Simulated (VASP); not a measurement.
Crystal: NiO.

```
CELL_PARAMETERS angstrom
0.00000 4.18000 4.18000
2.09000 0.00000 2.09000
2.09000 2.09000 0.00000
ATOMIC_POSITIONS crystal
Ni 0.25000 0.50000 0.50000
Ni 0.75000 0.50000 0.50000
O 0.00000 0.00000 0.00000
O 0.50000 0.00000 0.00000
```

Base run:

```yaml
Program: VASP 6.6.1
Functional: PBE
Potentials_or_basis: VASP PAW PBE potentials, release 64 (Ni, O)
Cutoff: 600 eV
k_mesh: 5 × 9 × 9
Occupations: gaussian, width 0.02 eV
Spin: no spin polarisation
```

Its results: pressure -3.3 GPa.

Task: The run is repeated on the same cell with these changes: spin from no spin polarisation to collinear spin, ferromagnetic start; further incar settings from ALGO = Normal; EDIFF = 1e-06; NBANDS = 24; ISYM = 0 to ALGO = Normal; EDIFF = 1e-06; NBANDS = 28; ISYM = 0. What comes out?

Result: Pressure 4.0 GPa; net moment 3.45 μB per cell; site moments Ni +1.42; O +0.26 μB.

Caveats: the cell stands under tension (at least some runs); the cell stands under pressure (at least some runs).
